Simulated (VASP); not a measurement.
Input of a VASP 6.6.1 run:

File INCAR:

```
ALGO = Normal
EDIFF = 1E-6
ENCUT = 520
GGA = PE
ISIF = 2
ISMEAR = 0
LASPH = T
LCHARG = F
LREAL = F
LWAVE = F
NBANDS = 18
NELM = 80
PREC = Accurate
SIGMA = 0.1
```

File KPOINTS:

```
k-points
0
Gamma
  10 10 10
```

Contents of POSCAR:

```
LiGeH3
1.0
    3.8355403908      0.0000000000      0.0000000000
    0.0000000000      3.8355403908      0.0000000000
    0.0000000000      0.0000000000      3.8355403908
Li Ge H
1 1 3
Direct
    0.5000000000      0.5000000000      0.5000000000
    0.0000000000      0.0000000000      0.0000000000
    0.5000000000      0.0000000000      0.0000000000
    0.0000000000      0.5000000000      0.0000000000
    0.0000000000      0.0000000000      0.5000000000
```

Potentials or basis: VASP PAW PBE potentials, release 64 (Li_sv, Ge_d, H).

The run is started by

```bash
$ cat potpaw_PBE.64/Li_sv/POTCAR potpaw_PBE.64/Ge_d/POTCAR potpaw_PBE.64/H/POTCAR > POTCAR
$ mpirun -np 1 vasp_std > vasp.out
```

Estimate the band gap on the k mesh.

zero (band 10 reaches 3.91 eV, above the bottom of band 11 at 2.89 eV).
